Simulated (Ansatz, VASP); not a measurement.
## Two plane-wave programs on YMgC6N6

INCAR

```
SYSTEM = YMgC6N6
  PREC = Accurate
  ENCUT = 520
  EDIFF = 1E-6
  ISMEAR = 0
  SIGMA = 0.1
  LREAL = .False.
  LASPH = .True.
  NELM = 100
  ALGO = Normal
  ISIF = 2
  LWAVE = .False.
  LCHARG = .True.
  GGA = PE
  LELF = .True.
  LVHAR = .True.
  NBANDS = 46
```

Contents of KPOINTS:

```
regular mesh
0
Gamma
  4 4 4
  0 0 0
```

File POSCAR:

```
YMgC6N6
1.0
    0.0000000000      5.3510000000      5.3510000000
    5.3510000000      0.0000000000      5.3510000000
    5.3510000000      5.3510000000      0.0000000000
Y Mg C N
1 1 6 6
Direct
    0.0000000000      0.0000000000      0.0000000000
    0.5000000000      0.5000000000      0.5000000000
    0.8032143500      0.1967856500      0.1967856500
    0.1967856500      0.8032143500      0.1967856500
    0.1967856500      0.1967856500      0.8032143500
    0.1967856500      0.8032143500      0.8032143500
    0.8032143500      0.1967856500      0.8032143500
    0.8032143500      0.8032143500      0.1967856500
    0.6938889900      0.3061110100      0.3061110100
    0.3061110100      0.6938889900      0.3061110100
    0.3061110100      0.3061110100      0.6938889900
    0.3061110100      0.6938889900      0.6938889900
    0.6938889900      0.3061110100      0.6938889900
    0.6938889900      0.6938889900      0.3061110100
```

Input for Ansatz:

```yaml
crystal:
  lattice:
    - [0.0, 5.351, 5.351]
    - [5.351, 0.0, 5.351]
    - [5.351, 5.351, 0.0]
  atoms:
    - { symbol: "Y", position: [0.0, 0.0, 0.0] }
    - { symbol: Mg, position: [0.5, 0.5, 0.5] }
    - { symbol: C, position: [0.80321435, 0.19678565, 0.19678565] }
    - { symbol: C, position: [0.19678565, 0.80321435, 0.19678565] }
    - { symbol: C, position: [0.19678565, 0.19678565, 0.80321435] }
    - { symbol: C, position: [0.19678565, 0.80321435, 0.80321435] }
    - { symbol: C, position: [0.80321435, 0.19678565, 0.80321435] }
    - { symbol: C, position: [0.80321435, 0.80321435, 0.19678565] }
    - { symbol: "N", position: [0.69388899, 0.30611101, 0.30611101] }
    - { symbol: "N", position: [0.30611101, 0.69388899, 0.30611101] }
    - { symbol: "N", position: [0.30611101, 0.30611101, 0.69388899] }
    - { symbol: "N", position: [0.30611101, 0.69388899, 0.69388899] }
    - { symbol: "N", position: [0.69388899, 0.30611101, 0.69388899] }
    - { symbol: "N", position: [0.69388899, 0.69388899, 0.30611101] }
basis:
  ecutwfc: 420
kpoints:
  mp_grid: { grid: [4, 4, 4] }
hamiltonian:
  xc: pbe
scf:
  occupations: { method: gaussian, width: 0.1 }
  lower_state_search: "off"
output:
  forces: true
  stress: true
  eigenvalues: true
```

Alike in both runs: task single point; functional PBE; k mesh 4 × 4 × 4; occupations gaussian, width 0.1 eV; no spin polarisation.

|  | VASP | Ansatz |
| --- | --- | --- |
| version | VASP 6.6.1 | Ansatz 0.2.0 |
| potentials or method | VASP PAW PBE potentials, release 64 (Y_sv, Mg, C, N), cutoff 520 eV | scalar-relativistic, plane waves, PAW |
| valence electrons in the cell | 67 | 75 |

Ansatz gave:

- gap on the k mesh at the Fermi level (eV): none
- pressure (GPa): 13.4
- rms of the force components (eV/Å): 2.071

Estimate VASP's values.

gap on the k mesh at the Fermi level (eV): none; pressure (GPa): 13.6; rms of the force components (eV/Å): 1.891.

Atom by atom the forces differ by 0.224 eV/Å (rms over components). A gap of «none» marks a metal or a gap that the smearing closes. VASP's potentials hold 67 valence electrons a cell and Ansatz's 75, so a difference there can come from the potentials and not from the codes.

Noted on VASP's run: the standard files for N, O and F lose accuracy on very short bonds.
